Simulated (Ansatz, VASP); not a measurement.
# InSb: VASP beside Ansatz

The input INCAR:

```
ALGO     = Normal         # electronic algorithm
EDIFF    = 1E-6           # SCF threshold, eV
ENCUT    = 500            # plane-wave cutoff, eV
GGA      = PE             # functional
GGA_COMPAT= False        
ISIF     = 2              # what is computed and relaxed
ISMEAR   = 0              # smearing method
LASPH    = True           # aspherical terms in the spheres
LCHARG   = False          # write CHGCAR
LREAL    = False          # projectors in reciprocal space
LWAVE    = False          # write WAVECAR
NBANDS   = 26             # bands
NELM     = 120            # most SCF steps
PREC     = Accurate       # precision mode
SIGMA    = 0.2            # smearing width, eV
```

KPOINTS

```
k-points
0
Gamma
  6 6 4
```

File POSCAR:

```
InSb
1.0
    5.0295613216      0.0000000000      0.0000000000
   -2.5147806608      4.3557278744      0.0000000000
    0.0000000000      0.0000000000      6.2057926258
In Sb
2 2
Direct
    0.3333333333      0.6666666667      0.2500000000
    0.6666666667      0.3333333333      0.7500000000
    0.6666666667      0.3333333333      0.2500000000
    0.3333333333      0.6666666667      0.7500000000
```

Input for Ansatz:

```yaml
crystal:
  lattice:
    - [5.0295613216, 0.0, 0.0]
    - [-2.5147806608, 4.3557278744, 0.0]
    - [0.0, 0.0, 6.2057926258]
  atoms:
    - { symbol: In, position: [0.3333333333, 0.6666666667, 0.25] }
    - { symbol: In, position: [0.6666666667, 0.3333333333, 0.75] }
    - { symbol: Sb, position: [0.6666666667, 0.3333333333, 0.25] }
    - { symbol: Sb, position: [0.3333333333, 0.6666666667, 0.75] }
kpoints:
  mp_grid: { grid: [6, 6, 4] }
hamiltonian:
  xc: pbe
scf:
  occupations: { method: gaussian, width: 0.2 }
  n_extra_bands: 5
output:
  forces: true
  stress: true
  eigenvalues: true
```

Alike in both runs: task single point; functional PBE; k mesh 6 × 6 × 4; occupations gaussian, width 0.2 eV; no spin polarisation.

|  | VASP | Ansatz |
| --- | --- | --- |
| version | VASP 6.6.1 | Ansatz 0.2.0 |
| potentials or method | VASP PAW PBE potentials, release 64 (In_d, Sb) | plane waves |
| plane-wave cutoff (eV) | 500 | 420 |
| valence electrons in the cell | 36 | 56 |

```csv
,VASP,Ansatz,Ansatz less VASP
pressure (GPa),1.3,1.3,0.00
"traceless stress, the component that is largest in VASP (GPa)",-0.38,-0.38,-0.002
```

VASP's potentials hold 36 valence electrons a cell and Ansatz's 56, so a difference there can come from the potentials and not from the codes.

Neither program's run includes spin-orbit coupling.
